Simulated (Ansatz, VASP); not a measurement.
# One calculation of C, two programs

File POSCAR:

```
C
1.0
    2.5031953547      0.0000000000      0.0000000000
   -1.2515976774      2.1678307678      0.0000000000
    0.0000000000      0.0000000000      4.1688692743
C
4
Direct
    0.3333333333      0.6666666667      0.0002313159
    0.6666666667      0.3333333333      0.5002313159
    0.3333333333      0.6666666667      0.3747686841
    0.6666666667      0.3333333333      0.8747686841
```

Contents of INCAR.step1:

```
SYSTEM = C
ALGO = Normal
EDIFF = 1E-5
ENCUT = 520
GGA = PE
ISIF = 2
ISMEAR = 0
LASPH = .True.
LCHARG = .False.
LREAL = .False.
LWAVE = .True.
NBANDS = 16
NELM = 100
PREC = Accurate
SIGMA = 0.01
```

Contents of INCAR.step2:

```
SYSTEM = C
AEXX = 0.25
ALGO = Normal
EDIFF = 1E-7
ENCUT = 520
ISIF = 2
ISMEAR = 0
ISTART = 1
LASPH = .True.
LCHARG = .False.
LHFCALC = .True.
LMIXTAU = .True.
LREAL = .False.
LWAVE = .False.
METAGGA = R2SCAN
NBANDS = 16
NELM = 100
PREC = Accurate
PRECFOCK = Normal
SIGMA = 0.01
```

Contents of KPOINTS:

```
k-points
0
Gamma
  9 9 4
  0 0 0
```

Input for Ansatz:

```yaml
crystal:
  lattice:
    - [2.5031953547, 0.0, 0.0]
    - [-1.2515976774, 2.1678307678, 0.0]
    - [0.0, 0.0, 4.1688692743]
  atoms:
    - { symbol: C, position: [0.3333333333, 0.6666666667, 0.0002313159] }
    - { symbol: C, position: [0.6666666667, 0.3333333333, 0.5002313159] }
    - { symbol: C, position: [0.3333333333, 0.6666666667, 0.3747686841] }
    - { symbol: C, position: [0.6666666667, 0.3333333333, 0.8747686841] }
kpoints:
  mp_grid: { grid: [9, 9, 4] }
  band_path:
    path:
      - [0.0, 0.0, 0.0]
      - [0.5, 0.0, 0.0]
      - [0.3333333333, 0.3333333333, 0.0]
      - [0.0, 0.0, 0.5]
      - [0.5, 0.0, 0.5]
      - [0.3333333333, 0.3333333333, 0.5]
    npoints: 1
hamiltonian:
  xc: r2scan0
scf:
  occupations: { method: fixed }
  n_extra_bands: 5
output:
  forces: true
  stress: true
  eigenvalues: true
```

Alike in both runs: task single point; functional r2SCAN0; k mesh 9 × 9 × 4; no spin polarisation.

|  | VASP | Ansatz |
| --- | --- | --- |
| version | VASP 6.6.1 | Ansatz 0.2.0 |
| potentials or method | VASP PAW PBE potentials, release 64 (C) | plane waves, PAW |
| plane-wave cutoff (eV) | 520 | 500 |
| occupations | gaussian, width 0.01 eV | fixed |
| valence electrons in the cell | 16 | 16 |

Ansatz gave:

```
gap on the k mesh at the Fermi level (eV)                     : 5.27
pressure (GPa)                                                : -7.9
traceless stress, the component that is largest in VASP (GPa) : -0.41
rms of the force components (eV/Å)                            : 0.007
```

Question: Estimate VASP's values.

Answer: gap on the k mesh at the Fermi level (eV): 5.25; pressure (GPa): -6.9; traceless stress, the component that is largest in VASP (GPa): -0.44; rms of the force components (eV/Å): 0.002.

VASP's potentials were made for PBE, not for r2SCAN0. Atom by atom the forces differ by 0.005 eV/Å (rms over components). Ansatz's warnings: stress exchange threshold loose, stress scf threshold loose.
